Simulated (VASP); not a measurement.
# Zn (P6_3/mmc) in VASP: notebook

Aim: see how the results for Zn move with the level of theory and the settings. Levels: PBE, PBEsol. Tasks: single point.

Everything below comes from runs of VASP 6.6.1. Logs are shortened: lines on timing, memory, paths and dates and some standing lists are left out, and cuts for length are marked.

## 1. The cell of the first run

The structure is hexagonal, space group P6_3/mmc (No. 194). The conventional cell has a = 2.676 Å, b = 2.676 Å, c = 5.442 Å, α = 90.00°, β = 90.00°, γ = 120.00°. Zn (site symmetry -6m2) has 12 Zn at 2.68 to 3.13 Å within 3.5 Å.

## 2. Single point, PBE (volume scaled by 1.10, then relaxed in part)

Contents of INCAR:

```
PREC = Accurate
ENCUT = 520
EDIFF = 1E-7
ISMEAR = 0
SIGMA = 0.1
LREAL = False
LASPH = True
NELM = 60
ALGO = Fast
ISIF = 2
LWAVE = False
LCHARG = True
GGA = PE
LELF = True
LVHAR = True
NBANDS = 19
```

Contents of KPOINTS:

```
Automatic mesh
0
Gamma
  18 18 8
```

Contents of POSCAR:

```
Zn
1.0
    2.6758701947      0.0000000000      0.0000000000
   -1.3379350974      2.3173715659      0.0000000000
    0.0000000000      0.0000000000      5.4417983528
Zn
2
Direct
    0.3333333333      0.6666666667      0.2500000000
    0.6666666667      0.3333333333      0.7500000000
```

Potentials or basis: VASP PAW PBE potentials, release 64 (Zn).

On the command line:

```bash
$ cat potpaw_PBE.64/Zn/POTCAR > POTCAR
$ mpirun -np 1 vasp_std > vasp.out
```

OUTCAR:

```text
PREC = Accurate
   ENCUT = 520
   EDIFF = 1E-7
   ISMEAR = 0
   LREAL = False
   LASPH = True
   NELM = 60
   ISIF = 2
   GGA = PE

 ion  position               nearest neighbor table
   1  0.333  0.667  0.250-
   2  0.667  0.333  0.750-

  LATTYP: Found a hexagonal cell.
 ALAT       =     2.6758701947
 C/A-ratio  =     2.0336555800

  Lattice vectors:

 A1 = (   2.6758701947,   0.0000000000,   0.0000000000)
 A2 = (  -1.3379350974,   2.3173715659,   0.0000000000)
 A3 = (   0.0000000000,   0.0000000000,   5.4417983528)

Analysis of symmetry for initial positions (statically):
=====================================================================
 Subroutine PRICEL returns:
 Original cell was already a primitive cell.

 Routine SETGRP: Setting up the symmetry group for a
 hexagonal supercell.

 Subroutine GETGRP returns: Found 24 space group operations
 (whereof 12 operations were pure point group operations)
 out of a pool of 24 trial point group operations.

The static configuration has the point symmetry D_3d.
 The point group associated with its full space group is D_6h.

Analysis of symmetry for dynamics (positions and initial velocities):
=====================================================================
 Subroutine PRICEL returns:
 Original cell was already a primitive cell.

 Routine SETGRP: Setting up the symmetry group for a
 hexagonal supercell.

 Subroutine GETGRP returns: Found 24 space group operations
 (whereof 12 operations were pure point group operations)
 out of a pool of 24 trial point group operations.

The dynamic configuration has the point symmetry D_3d.
 The point group associated with its full space group is D_6h.

 Subroutine INISYM returns: Found 24 space group operations
 (whereof 12 operations are pure point group operations),
 and found     1 'primitive' translations

----------------------------------------------------------------------------------------

                                     Primitive cell

  volume of cell :      33.7445

  direct lattice vectors                    reciprocal lattice vectors
     2.675870195  0.000000000  0.000000000     0.373710205  0.215761688  0.000000000
    -1.337935097  2.317371566  0.000000000     0.000000000  0.431523375  0.000000000
     0.000000000  0.000000000  5.441798353     0.000000000  0.000000000  0.183762781

  length of vectors
[... 80 lines left out ...]
   ENCUT  =  520.0 eV  38.22 Ry    6.18 a.u.   4.98  4.98 10.12*2*pi/ulx,y,z
   NELM   =     60;   NELMIN=  2; NELMDL= -5     # of ELM steps
   EDIFF  = 0.1E-06   stopping-criterion for ELM
   LREAL  =      F    real-space projection
   EDIFFG = 0.1E-05   stopping-criterion for IOM
   NSW    =      0    number of steps for IOM
   IBRION =     -1    ionic relax: 0-MD 1-quasi-New 2-CG
   NFREE  =      0    steps in history (QN), initial steepest desc. (CG)
   ISIF   =      2    stress and relaxation
   ISYM   =      2    0-nonsym 1-usesym 2-fastsym
   POTIM  = 0.5000    time-step for ionic-motion
   TEBEG  =    0.0;   TEEND  =   0.0 temperature during run
   PSTRESS=    0.0 pullay stress
   NELECT =      24.0000    total number of electrons
   NUPDOWN=      -1.0000    fix difference up-down
   EMIN   =  10.00;   EMAX   =-10.00  energy-range for DOS
   EFERMI =   0.00;   METHOD = LEGACY
   ISMEAR =     0;   SIGMA  =   0.10  broadening in eV -4-tet -1-fermi 0-gaus
   EFERMI_NEDOS =   21; number of points for ismear=-14 and -15
   IALGO  =     68    algorithm
   IMIX   =      4    mixing-type and parameters
     AMIX     =   0.40;   BMIX     =  1.00
     AMIX_MAG =   1.60;   BMIX_MAG =  1.00
  volume/ion in A,a.u.               =      16.87       113.86
  Fermi-wavevector in a.u.,A,eV,Ry     =   1.461316  2.761487 29.054493  2.135445
  Thomas-Fermi vector in A             =   2.577662
   LORBIT       =      0    0 simple, 1 ext, 2 COOP (PROOUT), +10 PAW based schemes
   GGA     = PE    functional components
   LHFCALC =     F    Hartree Fock is set to
   AEXX    =    0.0000 exact exchange contribution
   IVDW    =     0    specifies the selected vdW correction
   LEPSILON=     F    determine dielectric tensor
   LRPA    =     F    only Hartree local field effects (RPA)
 non-spin polarized calculation
 RMM-DIIS sequential band-by-band and
 Gauss-broadening in eV      SIGMA  =   0.10
  energy-cutoff  :      520.00
  volume of cell :       33.74
 maximum number of plane-waves:       942
 NGX is ok and might be reduce to    20
   NGX =  9   NGY =  9   NGZ = 21

 number of electron      23.9999996 magnetization

 Free energy of the ion-electron system (eV)
  ---------------------------------------------------
  ext. energy  EPLUGINS =         0.00000000
  ---------------------------------------------------
  free energy    TOTEN  =        -2.17556251 eV

  energy without entropy =       -2.17334740  energy(sigma->0) =       -2.17445495

 E-fermi :   2.2732     XC(G=0): -10.9918

 val. band max:        2.2679712611   @ k =   0.3889   0.2222   0.3750
 cond. band min:       2.2895599768   @ k =   0.1111   0.0556   0.2500
 fundamental gap:      0.0215887157
 Fermi energy:         2.2732099866

 k-point     1 :       0.0000    0.0000    0.0000
  band No.  band energies     occupation
      1      -7.2595      2.00000
      2      -5.9884      2.00000
      3      -5.3544      2.00000
      4      -5.0997      2.00000
      5      -5.0997      2.00000
      6      -5.0748      2.00000
[... 505 lines left out ...]
      6      -4.9131      2.00000
[... 11 lines left out ...]
     18      14.4854      0.00000
     19      16.4883      0.00000

 [... further k-points ...]

------------------------ aborting loop because EDIFF is reached ----------------------------------------

  FORCE on cell =-STRESS in cart. coord.  units (eV):
  Direction    XX          YY          ZZ          XY          YZ          ZX
  --------------------------------------------------------------------------------------
  -------------------------------------------------------------------------------------
  Total       -0.8849239     -0.8849239     -0.9257771      0.0000000     -0.0000000      0.0000000
  in kB      -42.0158685    -42.0158685    -43.9555615      0.0000000     -0.0000000      0.0000000
  external PRESSURE =     -42.6624329 kB  Pullay stress =       0.0000000 kB

 VOLUME and BASIS-vectors are now :
 -----------------------------------------------------------------------------
  energy-cutoff  :      520.00
  volume of cell :       33.74
      direct lattice vectors                 reciprocal lattice vectors
     2.675870195  0.000000000  0.000000000     0.373710205  0.215761688  0.000000000
    -1.337935097  2.317371566  0.000000000     0.000000000  0.431523375  0.000000000
     0.000000000  0.000000000  5.441798353     0.000000000  0.000000000  0.183762781

 POSITION                                       TOTAL-FORCE (eV/Angst)
 -----------------------------------------------------------------------------------
     -0.00000      1.54491      1.36045        -0.000000      0.000000      0.000000
      1.33794      0.77246      4.08135         0.000000     -0.000000      0.000000
 -----------------------------------------------------------------------------------
    total drift:                                0.000000     -0.000000      0.000000

  FREE ENERGIE OF THE ION-ELECTRON SYSTEM (eV)
  ---------------------------------------------------
  free  energy   TOTEN  =        -2.1755625054 eV

  energy  without entropy=       -2.1733474030  energy(sigma->0) =       -2.17445495
```

stdout:

```text
POSCAR found type information on POSCAR Zn
 POSCAR found :  1 types and       2 ions
 scaLAPACK will be used
 LDA part: xc-table for (Slater+PW92), standard interpolation
 POSCAR, INCAR and KPOINTS ok, starting setup
 FFT: planning ... GRIDC
 FFT: planning ... GRID_SOFT
 FFT: planning ... GRID
 WAVECAR not read
 entering main loop
WARNING in EDDRMM: call to ZHEGV failed, returncode =   6  3     16
WARNING in EDDRMM: call to ZHEGV failed, returncode =   8  4     18
WARNING in EDDRMM: call to ZHEGV failed, returncode =   8  4     18
WARNING in EDDRMM: call to ZHEGV failed, returncode =   6  3     17
 num prob  num prob  num prob  num prob  num prob  num prob  num prob  num prob  num prob  num prob  num prob RMM:  14    -0.217556250538E+01   -0.83905E-08   -0.16327E-08  4610   0.130E-03
```

Run time: 44 s. Hardware: 1 thread of Intel Xeon 6975P-C (Granite Rapids), shared host; peak memory 0.21 GiB.

What came out:

```yaml
Free_energy: -2.1756 eV
Pressure: -4.3 GPa
Band_gap_on_the_k_mesh: zero (band 12 reaches 4.02 eV, above the bottom of band 13 at -1.04 eV)
```

Caveat: the cell differs from its parent crystal (volume scaled by 1.10, then relaxed in part).

## 3. Single point, PBEsol

This run uses another cell than the first one, of 15.34 Å³/atom, 0.909 times its volume.

Contents of INCAR:

```
SYSTEM = Zn
PREC = Accurate
ENCUT = 500
EDIFF = 1E-6
ISMEAR = 0
SIGMA = 0.1
LREAL = .FALSE.
LASPH = .TRUE.
NELM = 120
ALGO = Normal
ISIF = 2
LWAVE = .FALSE.
LCHARG = .FALSE.
GGA = PS
NBANDS = 19
GGA_COMPAT = .FALSE.
```

Contents of KPOINTS:

```
regular mesh
0
G
  18 18 8
  0 0 0
```

Contents of POSCAR:

```
Zn
1.0
    2.6333228696      0.0000000000      0.0000000000
   -1.3166614348      2.2805245014      0.0000000000
    0.0000000000      0.0000000000      5.1082439737
Zn
2
Direct
    0.3333333333      0.6666666667      0.2500000000
    0.6666666667      0.3333333333      0.7500000000
```

Potentials or basis: VASP PAW PBE potentials, release 64 (Zn).

On the command line:

```bash
$ cat potpaw_PBE.64/Zn/POTCAR > POTCAR
$ mpirun -np 1 vasp_std > vasp.out
```

Run time: 1.9 min. Hardware: 1 thread of Intel Xeon 8259CL, shared host; peak memory 0.2 GiB.

Results (log left out):

```yaml
Free_energy: -3.1425 eV
Pressure: -4.6 GPa
Band_gap_on_the_k_mesh: zero (band 12 reaches 4.63 eV, above the bottom of band 13 at -0.65 eV)
```

Stress tensor (GPa, compression positive):
```
-4.99  0.00  0.00
 0.00 -4.99  0.00
 0.00  0.00 -3.95
```

Levels at points of the mesh, in eV from the Fermi level:
```
           k point  band 8  band 9  band 10  band 11  band 12  band 13  band 14  band 15  band 16  band 17
(0.00, 0.00, 0.00)   -7.21   -7.21    -7.05    -7.05    -3.77    -3.51    12.12    15.96    18.21    18.21
(0.50, 0.00, 0.00)   -7.08   -6.83    -6.82    -2.67    -1.94     2.34     3.57     3.83     5.65    10.70
(0.00, 0.00, 0.50)   -7.59   -7.12    -7.12    -7.12    -7.12     3.77     3.77    19.40    19.40    19.40
(0.50, 0.00, 0.50)   -7.09   -6.82    -6.82    -1.77    -1.77     0.28     0.28     9.53     9.53    12.37
```

Caveat: the PAW data sets were made with another functional, which shifts forces and pressure a little.

## 4. Single point, PBE

This run uses another cell than the first one, of 15.34 Å³/atom, 0.909 times its volume.

Contents of INCAR:

```
PREC     = Accurate       # precision mode
ENCUT    = 520            # plane-wave cutoff, eV
EDIFF    = 1E-6           # SCF threshold, eV
ISMEAR   = 0              # smearing method
SIGMA    = 0.1            # smearing width, eV
LREAL    = F              # projectors in reciprocal space
LASPH    = T              # aspherical terms in the spheres
NELM     = 60             # most SCF steps
ALGO     = Normal         # electronic algorithm
ISIF     = 2              # what is computed and relaxed
LWAVE    = F              # write WAVECAR
LCHARG   = F              # write CHGCAR
GGA      = PE             # functional
NBANDS   = 19             # bands
```

Contents of KPOINTS:

```
Automatic mesh
0
Gamma
  18 18 8
```

POSCAR is that of step 3.

On the command line:

```bash
$ cat potpaw_PBE.64/Zn/POTCAR > POTCAR
$ mpirun -np 1 vasp_std > vasp.out
```

Wall time 40 s (1 thread of Intel Xeon Platinum 8488C (Sapphire Rapids), shared host); peak memory 0.21 GiB.

It converged, with:

* Free energy: -2.2206 eV
* Pressure: 0.3 GPa
* Band gap on the k mesh: zero (band 12 reaches 4.81 eV, above the bottom of band 13 at -0.49 eV)

Stress tensor (GPa, compression positive):
```
0.41 0.00 0.00
0.00 0.41 0.00
0.00 0.00 0.19
```

Levels at points of the mesh, in eV from the Fermi level:
| k point | band 10 | band 11 | band 12 | band 13 | band 14 | band 15 |
| --- | --- | --- | --- | --- | --- | --- |
| (0.00, 0.00, 0.00) | -7.10 | -7.10 | -3.76 | -3.53 | 12.13 | 15.96 |
| (0.50, 0.00, 0.00) | -6.87 | -2.66 | -1.94 | 2.34 | 3.57 | 3.83 |
| (0.00, 0.00, 0.50) | -7.17 | -7.17 | -7.17 | 3.77 | 3.77 | 19.42 |
| (0.50, 0.00, 0.50) | -6.87 | -1.77 | -1.77 | 0.27 | 0.27 | 9.55 |

## 5. Single point, PBEsol

This run uses another cell than the first one, of 15.34 Å³/atom, 0.909 times its volume.

Contents of INCAR:

```
PREC = Accurate
ENCUT = 520
EDIFF = 1E-6
ISMEAR = 0
SIGMA = 0.1
LREAL = F
LASPH = T
NELM = 80
ALGO = Normal
ISIF = 2
LWAVE = F
LCHARG = F
GGA = PS
NBANDS = 19
```

KPOINTS is that of step 4.

POSCAR is that of step 4.

On the command line:

```bash
$ cat potpaw_PBE.64/Zn/POTCAR > POTCAR
$ mpirun -np 1 vasp_std > vasp.out
```

Wall time 40 s (1 thread of Intel Xeon Platinum 8488C (Sapphire Rapids), shared host); peak memory 0.2 GiB.

The run converged. Its results:

| Property | Result |
| --- | --- |
| Free energy | -3.1426 eV |
| Pressure | -4.6 GPa |
| Band gap on the k mesh | zero (band 12 reaches 4.63 eV, above the bottom of band 13 at -0.65 eV) |

Stress tensor (GPa, compression positive):
```
-4.98  0.00  0.00
 0.00 -4.98  0.00
 0.00  0.00 -3.93
```

Levels at points of the mesh, in eV from the Fermi level:
```tsv
k point	band 10	band 11	band 12	band 13	band 14	band 15
(0.00, 0.00, 0.00)	-7.05	-7.05	-3.77	-3.51	12.12	15.96
(0.50, 0.00, 0.00)	-6.82	-2.67	-1.94	2.34	3.57	3.83
(0.00, 0.00, 0.50)	-7.12	-7.12	-7.12	3.77	3.77	19.40
(0.50, 0.00, 0.50)	-6.82	-1.77	-1.77	0.28	0.28	9.53
```

Caveat: the PAW data sets were made with another functional, which shifts forces and pressure a little.

## 6. The runs side by side

| level | cell | cutoff (eV) | gap on the mesh (eV) | pressure (GPa) |
| --- | --- | --- | --- | --- |
| PBE | a = 2.676, b = 2.676, c = 5.442 Å, angles 90.0, 90.0, 120.0°, 2 atoms | 520 | none | -4.3 |
| PBEsol | a = 2.633, b = 2.633, c = 5.108 Å, angles 90.0, 90.0, 120.0°, 2 atoms | 500 | none | -4.6 |
| PBE | a = 2.633, b = 2.633, c = 5.108 Å, angles 90.0, 90.0, 120.0°, 2 atoms | 520 | none | 0.3 |
| PBEsol | a = 2.633, b = 2.633, c = 5.108 Å, angles 90.0, 90.0, 120.0°, 2 atoms | 520 | none | -4.6 |

Alike in all rows: task single point; potentials or basis VASP PAW PBE potentials, release 64 (Zn); no spin polarisation; k mesh 18 × 18 × 8; smearing gaussian 0.1 eV.

Caveats: the PAW data sets were made with another functional, which shifts forces and pressure a little (some runs).

Absolute energies hang on the potentials; compare differences alone.
